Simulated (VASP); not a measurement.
Here is a VASP 6.6.1 calculation.

INCAR

```
PREC = Accurate ; ENCUT = 520
EDIFF = 1E-6 ; ISMEAR = -1
SIGMA = 0.08 ; LREAL = F
LASPH = T ; NELM = 80
ALGO = Normal ; ISIF = 2
LWAVE = F ; LCHARG = F
GGA = PE ; NBANDS = 11
```

The input KPOINTS:

```
regular mesh
0
Gamma
  14 14 14
```

The input POSCAR:

```
Hf
1.0
    2.6768379144      0.0000000000      0.0000000000
    0.0000000000      2.6768379144      0.0000000000
    0.0000000000      0.0000000000      2.6768379144
Hf
1
Direct
    0.0000000000      0.0000000000      0.0000000000
```

Potentials or basis: VASP PAW PBE potentials, release 64 (Hf_pv).

Launch:

```sh
$ cat potpaw_PBE.64/Hf_pv/POTCAR > POTCAR
$ mpirun -np 1 vasp_std > vasp.out
```

(1) Predict the band gap on the k mesh.

(2) Estimate the pressure.

Results:

(1) zero (band 5 reaches 6.49 eV, above the bottom of band 6 at 3.40 eV).

(2) 29.3 GPa.

Caveat: spin-orbit coupling is left out, which moves the levels of the heavy elements.
